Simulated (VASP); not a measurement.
# TiH: single point with PBEsol

TiH:

```xyz
4
Lattice="2.1651 2.1651 0.0000 -2.1651 2.1651 0.0000 0.0000 0.0000 4.0318" Properties=species:S:1:pos:R:3 pbc="T T T"
Ti    0.0000    0.0000    0.0000
Ti    0.0000    2.1651    2.0159
H     0.0000    2.1651    0.0000
H     0.0000    0.0000    2.0159
```

This cell differs from its parent crystal: biaxial strain in the a-b plane: +4.5 %.

```
Program                : VASP 6.6.1
Task                   : single point
Functional             : PBEsol
Potentials or basis    : VASP PAW PBE potentials, release 64 (Ti_sv, H)
Cutoff                 : 520 eV
k mesh                 : 14 × 14 × 10
Occupations            : gaussian, width 0.1 eV
Spin                   : no spin polarisation
Dipole correction      : no
Further INCAR settings : ALGO = Normal; EDIFF = 1e-07; NBANDS = 21
```

```
Pressure               : -8.2 GPa
Band gap on the k mesh : zero (band 13 reaches 9.40 eV, above the bottom of band 14 at 7.42 eV)
```

Stress tensor (GPa, compression positive):
```
-8.00  0.00  0.00
 0.00 -8.00  0.00
 0.00  0.00 -8.61
```

Levels at points of the mesh, in eV from the Fermi level:
| k point | band 9 | band 10 | band 11 | band 12 | band 13 | band 14 | band 15 | band 16 | band 17 | band 18 |
| --- | --- | --- | --- | --- | --- | --- | --- | --- | --- | --- |
| (0.00, 0.00, 0.00) | -9.29 | -6.53 | -1.81 | 0.53 | 0.53 | 1.07 | 1.82 | 2.24 | 2.36 | 3.13 |
| (0.50, 0.00, 0.00) | -6.23 | -6.23 | -1.14 | -1.14 | -0.36 | -0.36 | 1.04 | 1.04 | 2.00 | 2.00 |
| (0.50, 0.50, 0.00) | -6.62 | -6.62 | -1.66 | -1.66 | 1.13 | 1.13 | 3.03 | 3.03 | 3.33 | 3.33 |
| (0.00, 0.00, 0.50) | -7.29 | -7.29 | -0.55 | -0.55 | 0.75 | 0.75 | 1.49 | 1.49 | 1.49 | 1.49 |
| (0.50, 0.00, 0.50) | -4.93 | -4.93 | -3.01 | -3.01 | 0.04 | 0.04 | 0.58 | 0.58 | 3.03 | 3.03 |
| (0.50, 0.50, 0.50) | -5.64 | -5.64 | -0.85 | -0.85 | -0.85 | -0.85 | 1.51 | 1.51 | 3.34 | 3.34 |

Run time: 46 s on 1 thread of Intel(R) Xeon(R) 6975P-C (Granite Rapids), on a shared host, peak memory 0.25 GiB.

Caveat: the cell differs from its parent crystal (biaxial strain in the a-b plane: +4.5 %); the PAW data sets were made with another functional, which shifts forces and pressure a little.
